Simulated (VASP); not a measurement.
Runs of VASP 6.6.1 on Os. The structure is that of space group Fd-3m (No. 227), or close to it. The cells are those of the table. This isn't the form of Os at room conditions, which is hcp.

```csv
task,cell,k mesh,cutoff (eV),gap on the mesh (eV),pressure (GPa)
single point,"a = 3.838 Å, angles 60.0°, 2 atoms",11 × 11 × 11,520,none,8.7
single point,"a = 3.891 Å, angles 60.0°, 2 atoms",10 × 10 × 10,520,none,-1.1
single point,"a = 3.891 Å, angles 60.0°, 2 atoms",11 × 11 × 11,520,none,-1.1
single point,"a = 3.942 Å, angles 60.0°, 2 atoms",11 × 11 × 11,520,none,(a)
single point,"a = 3.891 Å, angles 60.0°, 2 atoms",16 × 16 × 16,520,none,-1.1
single point,"a = 3.992 Å, angles 60.0°, 2 atoms",11 × 11 × 11,520,none,-15.2
single point,"a = 3.728 Å, angles 60.0°, 2 atoms",11 × 11 × 11,520,none,36.1
relaxation of cell and atoms,"relaxed from a = 3.766 Å, angles 60.0°, 2 atoms",10 × 10 × 10,600,none,0.1
```

Alike in all rows: level PBEsol; potentials or basis VASP PAW PBE potentials, release 64 (Os); no spin polarisation; smearing fermi-dirac 0.1 eV.

Question: Estimate the missing entries.

Answer: (a) -8.9.

Caveats: the PAW data sets were made with another functional, which shifts forces and pressure a little; spin-orbit coupling is left out, which moves the levels of the heavy elements; the cell stands under pressure (at least some runs); the cell stands under tension (at least some runs).

A k mesh can miss the band edges, and the runs leave out spin-orbit coupling on Os.

A gap of «none» marks levels without a gap at the run's occupations.
